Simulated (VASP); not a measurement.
# GaSb (I-4m2) in VASP: notebook

GaSb is run at these levels: PBE; tasks: single point.

Everything below comes from runs of VASP 6.6.1. Logs are shortened: lines on timing, memory, paths and dates and some standing lists are left out, and cuts for length are marked.

### Step 1. The cell of the first run

It takes space group I-4m2 (No. 119, tetragonal). The conventional cell has a = 5.670 Å, b = 5.670 Å, c = 3.083 Å, α = 90.00°, β = 90.00°, γ = 90.00°. Within 3.9 Å of Ga (site symmetry -4m2) lie 8 Sb at 2.94 to 3.66 Å and 2 Ga at 3.08 Å. Sb (site symmetry -4m2) has 8 Ga at 2.94 to 3.66 Å and 2 Sb at 3.08 Å within 3.9 Å.

### Step 2. Single point, PBE

File INCAR:

```
SYSTEM = GaSb
PREC = Accurate
ENCUT = 520
EDIFF = 1E-6
ISMEAR = 0
SIGMA = 0.15
LREAL = .FALSE.
LASPH = .TRUE.
NELM = 60
ALGO = Normal
ISIF = 2
LWAVE = .FALSE.
LCHARG = .FALSE.
GGA = PE
NBANDS = 16
```

File KPOINTS:

```
regular mesh
0
G
  16 16 16
  0 0 0
```

File POSCAR:

```
GaSb
1.0
   -2.8351000000      2.8351000000      1.5416500000
    2.8351000000     -2.8351000000      1.5416500000
    2.8351000000      2.8351000000     -1.5416500000
Ga Sb
1 1
Direct
    0.2500000000      0.7500000000      0.5000000000
    0.0000000000      0.0000000000      0.0000000000
```

Potentials or basis: VASP PAW PBE potentials, release 64 (Ga_d, Sb).

Run with:

```sh
$ cat potpaw_PBE.64/Ga_d/POTCAR potpaw_PBE.64/Sb/POTCAR > POTCAR
$ mpirun -np 1 vasp_std > vasp.out
```

OUTCAR:

```text
SYSTEM = GaSb
   PREC = Accurate
   ENCUT = 520
   EDIFF = 1E-6
   ISMEAR = 0
   LREAL = .FALSE.
   LASPH = .TRUE.
   NELM = 60
   ISIF = 2
   GGA = PE

 ion  position               nearest neighbor table
   1  0.250  0.750  0.500-   2 2.94   2 2.94   2 2.94   2 2.94
   2  0.000  0.000  0.000-   1 2.94   1 2.94   1 2.94   1 2.94

  LATTYP: Found a body centered tetragonal cell.
 ALAT       =     5.6702000000
 C/A-ratio  =     0.5437727064

  Lattice vectors:

 A1 = (  -2.8351000000,   2.8351000000,   1.5416500000)
 A2 = (   2.8351000000,  -2.8351000000,   1.5416500000)
 A3 = (   2.8351000000,   2.8351000000,  -1.5416500000)

Analysis of symmetry for initial positions (statically):
=====================================================================
 Subroutine PRICEL returns:
 Original cell was already a primitive cell.

 Routine SETGRP: Setting up the symmetry group for a
 body centered tetragonal supercell.

 Subroutine GETGRP returns: Found  8 space group operations
 (whereof  8 operations were pure point group operations)
 out of a pool of 16 trial point group operations.

The static configuration has the point symmetry D_2d.

Analysis of symmetry for dynamics (positions and initial velocities):
=====================================================================
 Subroutine PRICEL returns:
 Original cell was already a primitive cell.

 Routine SETGRP: Setting up the symmetry group for a
 body centered tetragonal supercell.

 Subroutine GETGRP returns: Found  8 space group operations
 (whereof  8 operations were pure point group operations)
 out of a pool of 16 trial point group operations.

The dynamic configuration has the point symmetry D_2d.

 Subroutine INISYM returns: Found  8 space group operations
 (whereof  8 operations are pure point group operations),
 and found     1 'primitive' translations

----------------------------------------------------------------------------------------

                                     Primitive cell

  volume of cell :      49.5658

  direct lattice vectors                    reciprocal lattice vectors
    -2.835100000  2.835100000  1.541650000     0.000000000  0.176360622  0.324327831
     2.835100000 -2.835100000  1.541650000     0.176360622  0.000000000  0.324327831
     2.835100000  2.835100000 -1.541650000     0.176360622  0.176360622  0.000000000

  length of vectors
     4.295610404  4.295610404  4.295610404     0.369176937  0.369176937  0.249411584

  position of ions in fractional coordinates (direct lattice)
     0.250000000  0.750000000  0.500000000
     0.000000000  0.000000000  0.000000000

  ion indices of the primitive-cell ions
   primitive index   ion index
                 1           1
                 2           2

----------------------------------------------------------------------------------------

 KPOINTS: regular mesh

Automatic generation of k-mesh.
 Grid dimensions read from file:
 generate k-points for:   16   16   16

 Generating k-lattice:

  Cartesian coordinates                     Fractional coordinates (reciprocal lattice)
     0.000000000  0.011022539  0.020270489     0.062500000  0.000000000  0.000000000
     0.011022539  0.000000000  0.020270489     0.000000000  0.062500000  0.000000000
     0.011022539  0.011022539  0.000000000     0.000000000  0.000000000  0.062500000

  Length of vectors
     0.023073559  0.023073559  0.015588224

  Shift w.r.t. Gamma in fractional coordinates (k-lattice)
     0.000000000  0.000000000  0.000000000

 Subroutine IBZKPT returns following result:
 ===========================================

 Found    349 irreducible k-points:

 Following reciprocal coordinates:
            Coordinates               Weight
  0.000000  0.000000  0.000000      1.000000
  0.062500  0.000000  0.000000      8.000000
  0.125000  0.000000  0.000000      8.000000
  0.187500  0.000000  0.000000      8.000000
  0.250000  0.000000  0.000000      8.000000
  0.312500  0.000000 -0.000000      8.000000
[... 16 lines left out ...]
 -0.125000  0.062500  0.000000     16.000000
 -0.062500  0.062500  0.000000      4.000000
 [... further k-points ...]
   k-points           NKPTS =    349   k-points in BZ     NKDIM =    349   number of bands    NBANDS=     16
   number of dos      NEDOS =    301   number of ions     NIONS =      2
   total plane-waves  NPLWV =  32768
   dimension x,y,z NGX =    32 NGY =   32 NGZ =   32
   dimension x,y,z NGXF=    64 NGYF=   64 NGZF=   64
   ions per type =               1   1
   NGX,Y,Z   is equivalent  to a cutoff of  12.38, 12.38, 12.38 a.u.
   NGXF,Y,Z  is equivalent  to a cutoff of  24.77, 24.77, 24.77 a.u.
 SYSTEM =  GaSb
   PREC   = accura    normal or accurate (medium, high low for compatibility)
   ISTART =      0    job   : 0-new  1-cont  2-samecut
   ICHARG =      2    charge: 1-file 2-atom 10-const
   ISPIN  =      1    spin polarized calculation?
   LNONCOLLINEAR =      F non collinear calculations
   LSORBIT =      F    spin-orbit coupling
   LASPH  =      T    aspherical Exc in radial PAW
   ENCUT  =  520.0 eV  38.22 Ry    6.18 a.u.   7.99  7.99  7.99*2*pi/ulx,y,z
   NELM   =     60;   NELMIN=  2; NELMDL= -5     # of ELM steps
   EDIFF  = 0.1E-05   stopping-criterion for ELM
   LREAL  =      F    real-space projection
   EDIFFG = 0.1E-04   stopping-criterion for IOM
   NSW    =      0    number of steps for IOM
   IBRION =     -1    ionic relax: 0-MD 1-quasi-New 2-CG
   NFREE  =      0    steps in history (QN), initial steepest desc. (CG)
   ISIF   =      2    stress and relaxation
   ISYM   =      2    0-nonsym 1-usesym 2-fastsym
   POTIM  = 0.5000    time-step for ionic-motion
   TEBEG  =    0.0;   TEEND  =   0.0 temperature during run
   PSTRESS=    0.0 pullay stress
   NELECT =      18.0000    total number of electrons
   NUPDOWN=      -1.0000    fix difference up-down
   EMIN   =  10.00;   EMAX   =-10.00  energy-range for DOS
   EFERMI =   0.00;   METHOD = LEGACY
   ISMEAR =     0;   SIGMA  =   0.15  broadening in eV -4-tet -1-fermi 0-gaus
   EFERMI_NEDOS =   21; number of points for ismear=-14 and -15
   IALGO  =     38    algorithm
   IMIX   =      4    mixing-type and parameters
     AMIX     =   0.40;   BMIX     =  1.00
     AMIX_MAG =   1.60;   BMIX_MAG =  1.00
  volume/ion in A,a.u.               =      24.78       167.24
  Fermi-wavevector in a.u.,A,eV,Ry     =   1.167987  2.207176 18.560993  1.364195
  Thomas-Fermi vector in A             =   2.304480
   LORBIT       =      0    0 simple, 1 ext, 2 COOP (PROOUT), +10 PAW based schemes
   GGA     = PE    functional components
   LHFCALC =     F    Hartree Fock is set to
   AEXX    =    0.0000 exact exchange contribution
   IVDW    =     0    specifies the selected vdW correction
   LEPSILON=     F    determine dielectric tensor
   LRPA    =     F    only Hartree local field effects (RPA)
 non-spin polarized calculation
 Gauss-broadening in eV      SIGMA  =   0.15
  energy-cutoff  :      520.00
  volume of cell :       49.57
 maximum number of plane-waves:      1362
   NGX = 15   NGY = 15   NGZ = 15

 number of electron      18.0000006 magnetization

 Free energy of the ion-electron system (eV)
  ---------------------------------------------------
  ext. energy  EPLUGINS =         0.00000000
  ---------------------------------------------------
  free energy    TOTEN  =        -6.97763402 eV

  energy without entropy =       -6.96762497  energy(sigma->0) =       -6.97262949

 E-fermi :   6.2730     XC(G=0): -10.1139

 val. band max:        6.2711590317   @ k =  -0.2500   0.1250   0.0000
 cond. band min:       6.2817401844   @ k =  -0.1875   0.5000   0.1250
 fundamental gap:      0.0105811527
 Fermi energy:         6.2730486910

 k-point     1 :       0.0000    0.0000    0.0000
  band No.  band energies     occupation
      1      -8.6677      2.00000
      2      -8.5657      2.00000
      3      -8.5598      2.00000
      4      -8.5288      2.00000
      5      -8.5288      2.00000
      6      -5.5222      2.00000
[... 8 lines left out ...]
     15      16.2881      0.00000
     16      16.3449      0.00000

 k-point     2 :       0.0625    0.0000    0.0000
  band No.  band energies     occupation
      1      -8.6614      2.00000
      2      -8.5659      2.00000
      3      -8.5590      2.00000
      4      -8.5315      2.00000
      5      -8.5315      2.00000
      6      -5.4449      2.00000
[... 8 lines left out ...]
     15      16.2232      0.00000
     16      16.7600      0.00000

 k-point     3 :       0.1250    0.0000    0.0000
  band No.  band energies     occupation
      1      -8.6434      2.00000
      2      -8.5666      2.00000
      3      -8.5568      2.00000
      4      -8.5391      2.00000
      5      -8.5390      2.00000
      6      -5.2133      2.00000
[... 8 lines left out ...]
     15      15.5000      0.00000
     16      15.7948      0.00000

 k-point     4 :       0.1875    0.0000    0.0000
  band No.  band energies     occupation
      1      -8.6165      2.00000
      2      -8.5678      2.00000
      3      -8.5553      2.00000
      4      -8.5504      2.00000
      5      -8.5485      2.00000
      6      -4.8293      2.00000
[... 8 lines left out ...]
     15      14.6054      0.00000
     16      15.2939      0.00000

 k-point     5 :       0.2500    0.0000    0.0000
  band No.  band energies     occupation
      1      -8.5863      2.00000
      2      -8.5698      2.00000
      3      -8.5655      2.00000
      4      -8.5617      2.00000
      5      -8.5477      2.00000
      6      -4.2978      2.00000
[... 8 lines left out ...]
     15      13.8984      0.00000
     16      15.4395      0.00000

 k-point     6 :       0.3125    0.0000   -0.0000
  band No.  band energies     occupation
      1      -8.5833      2.00000
      2      -8.5788      2.00000
      3      -8.5677      2.00000
      4      -8.5500      2.00000
      5      -8.5437      2.00000
      6      -3.6307      2.00000
[... 8 lines left out ...]
     15      13.4146      0.00000
     16      15.9552      0.00000

 k-point     7 :       0.3750    0.0000    0.0000
  band No.  band energies     occupation
      1      -8.5939      2.00000
      2      -8.5902      2.00000
      3      -8.5690      2.00000
      4      -8.5401      2.00000
      5      -8.5236      2.00000
      6      -2.8592      2.00000
[... 8 lines left out ...]
     15      14.1364      0.00000
     16      16.6464      0.00000

 k-point     8 :       0.4375    0.0000    0.0000
  band No.  band energies     occupation
      1      -8.6016      2.00000
      2      -8.5978      2.00000
      3      -8.5698      2.00000
      4      -8.5377      2.00000
      5      -8.5055      2.00000
      6      -2.0837      2.00000
[... 8 lines left out ...]
     15      15.5207      0.00000
     16      16.9251      0.00000

 k-point     9 :       0.5000    0.0000    0.0000
  band No.  band energies     occupation
      1      -8.6043      2.00000
      2      -8.6005      2.00000
      3      -8.5700      2.00000
      4      -8.5369      2.00000
      5      -8.4992      2.00000
      6      -1.6737      2.00000
[... 8 lines left out ...]
     15      16.0910      0.00000
     16      16.7918      0.00000
[... 172 lines left out ...]
 k-point    19 :      -0.3750    0.0625    0.0000
  band No.  band energies     occupation
      1      -8.5846      2.00000
      2      -8.5789      2.00000
      3      -8.5686      2.00000
      4      -8.5490      2.00000
      5      -8.5423      2.00000
      6      -3.4621      2.00000
[... 8 lines left out ...]
     15      13.9708      0.00000
     16      15.7853      0.00000

 k-point    20 :      -0.3125    0.0625   -0.0000
  band No.  band energies     occupation
      1      -8.5862      2.00000
      2      -8.5716      2.00000
      3      -8.5657      2.00000
      4      -8.5613      2.00000
      5      -8.5460      2.00000
      6      -4.1502      2.00000
[... 8 lines left out ...]
     15      14.3222      0.00000
     16      15.2800      0.00000

 k-point    21 :      -0.2500    0.0625    0.0000
  band No.  band energies     occupation
      1      -8.6157      2.00000
      2      -8.5700      2.00000
      3      -8.5553      2.00000
      4      -8.5502      2.00000
      5      -8.5471      2.00000
      6      -4.7082      2.00000
[... 8 lines left out ...]
     15      14.9302      0.00000
     16      15.2272      0.00000

 k-point    22 :      -0.1875    0.0625    0.0000
  band No.  band energies     occupation
      1      -8.6426      2.00000
      2      -8.5683      2.00000
      3      -8.5559      2.00000
      4      -8.5392      2.00000
      5      -8.5384      2.00000
      6      -5.1212      2.00000
[... 8 lines left out ...]
     15      15.6305      0.00000
     16      15.9029      0.00000

 k-point    23 :      -0.1250    0.0625    0.0000
  band No.  band energies     occupation
      1      -8.6608      2.00000
      2      -8.5671      2.00000
      3      -8.5583      2.00000
      4      -8.5316      2.00000
      5      -8.5311      2.00000
      6      -5.3831      2.00000
[... 8 lines left out ...]
     15      16.3704      0.00000
     16      16.6922      0.00000

 k-point    24 :      -0.0625    0.0625    0.0000
  band No.  band energies     occupation
      1      -8.6674      2.00000
      2      -8.5663      2.00000
      3      -8.5594      2.00000
      4      -8.5289      2.00000
      5      -8.5286      2.00000
      6      -5.4912      2.00000
[... 8 lines left out ...]
     15      16.3110      0.00000
     16      16.4815      0.00000

 [... further k-points ...]
[... 5 lines left out ...]
  --------------------------------------------------------------------------------------
  -------------------------------------------------------------------------------------
  Total       -0.5927997     -0.5927997      0.1112615      0.0000000      0.0000000      0.0000000
  in kB      -19.1617877    -19.1617877      3.5964409      0.0000000      0.0000000      0.0000000
  external PRESSURE =     -11.5757115 kB  Pullay stress =       0.0000000 kB

 VOLUME and BASIS-vectors are now :
 -----------------------------------------------------------------------------
  energy-cutoff  :      520.00
  volume of cell :       49.57
      direct lattice vectors                 reciprocal lattice vectors
    -2.835100000  2.835100000  1.541650000     0.000000000  0.176360622  0.324327831
     2.835100000 -2.835100000  1.541650000     0.176360622  0.000000000  0.324327831
     2.835100000  2.835100000 -1.541650000     0.176360622  0.176360622  0.000000000

 POSITION                                       TOTAL-FORCE (eV/Angst)
 -----------------------------------------------------------------------------------
      2.83510      0.00000      0.77082         0.000000     -0.000000      0.000000
      0.00000      0.00000      0.00000        -0.000000      0.000000     -0.000000
 -----------------------------------------------------------------------------------
    total drift:                                0.000000     -0.000000     -0.000000

  FREE ENERGIE OF THE ION-ELECTRON SYSTEM (eV)
  ---------------------------------------------------
  free  energy   TOTEN  =        -6.9776340195 eV

  energy  without entropy=       -6.9676249704  energy(sigma->0) =       -6.97262949
```

Run time: 3.3 min. Hardware: 1 thread of Intel Xeon 8259CL, shared host; peak memory 0.41 GiB.

Results:

```
Free energy            : -6.9776 eV
Pressure               : -1.2 GPa
Band gap on the k mesh : zero (bands 9 and 10 overlap by 4.25 eV)
```

Levels at points of the mesh, in eV from the Fermi level:
```
           k point  band 7  band 8  band 9  band 10  band 11  band 12
(0.00, 0.00, 0.00)   -3.59   -2.03   -2.03     3.26     5.68     6.56
(0.50, 0.00, 0.00)   -5.35   -2.56   -1.21    -1.19     2.52     3.07
(0.50, 0.50, 0.00)   -7.92   -0.31    1.54     1.61     1.87     5.20
(0.50, 0.50, 0.50)   -6.07   -4.86   -4.86     4.37     5.93     9.41
```

Caveat: spin-orbit coupling is left out, which moves the levels of the heavy elements.

### Step 3. Single point, PBE

This run uses another cell than the first one, of 24.92 Å³/atom.

File INCAR:

```
PREC = Accurate ; ENCUT = 520
EDIFF = 1E-7 ; ISMEAR = 0
SIGMA = 0.15 ; LREAL = F
LASPH = T ; NELM = 60
ALGO = Normal ; ISIF = 2
LWAVE = F ; LCHARG = T
GGA = PE ; LELF = T
LVHAR = T ; NBANDS = 16
```

File KPOINTS:

```
Automatic mesh
0
Gamma
  16 16 16
```

File POSCAR:

```
GaSb
1.0
   -2.7014000000      2.7014000000      1.7076500000
    2.7014000000     -2.7014000000      1.7076500000
    2.7014000000      2.7014000000     -1.7076500000
Ga Sb
1 1
Direct
    0.2500000000      0.7500000000      0.5000000000
    0.0000000000      0.0000000000      0.0000000000
```

Potentials or basis: VASP PAW PBE potentials, release 64 (Ga_d, Sb).

Run with:

```sh
$ cat potpaw_PBE.64/Ga_d/POTCAR potpaw_PBE.64/Sb/POTCAR > POTCAR
$ mpirun -np 1 vasp_std > vasp.out
```

It took 3.9 min on 1 thread of Intel Xeon 8259CL, shared host; peak memory 0.41 GiB.

It converged, with:

* Free energy: -6.9476 eV
* Pressure: -0.6 GPa
* Band gap on the k mesh: zero (bands 9 and 10 overlap by 4.76 eV)

Stress tensor (GPa, compression positive):
```
 0.56  0.00  0.00
 0.00  0.56  0.00
 0.00  0.00 -2.97
```

Levels at points of the mesh, in eV from the Fermi level:
| k point | band 5 | band 6 | band 7 | band 8 | band 9 | band 10 | band 11 | band 12 | band 13 | band 14 |
| --- | --- | --- | --- | --- | --- | --- | --- | --- | --- | --- |
| (0.00, 0.00, 0.00) | -14.88 | -11.73 | -2.27 | -1.49 | -1.49 | 3.68 | 3.81 | 6.13 | 7.01 | 7.01 |
| (0.50, 0.00, 0.00) | -14.86 | -8.72 | -5.74 | -2.22 | -1.77 | -0.96 | 2.37 | 3.40 | 5.25 | 8.50 |
| (0.50, 0.50, 0.00) | -14.87 | -10.13 | -7.81 | 0.29 | 1.60 | 2.71 | 2.89 | 3.83 | 5.38 | 7.13 |
| (0.50, 0.50, 0.50) | -14.85 | -8.88 | -5.59 | -4.72 | -4.72 | 1.98 | 3.45 | 10.52 | 10.52 | 11.86 |

Caveat: spin-orbit coupling is left out, which moves the levels of the heavy elements.
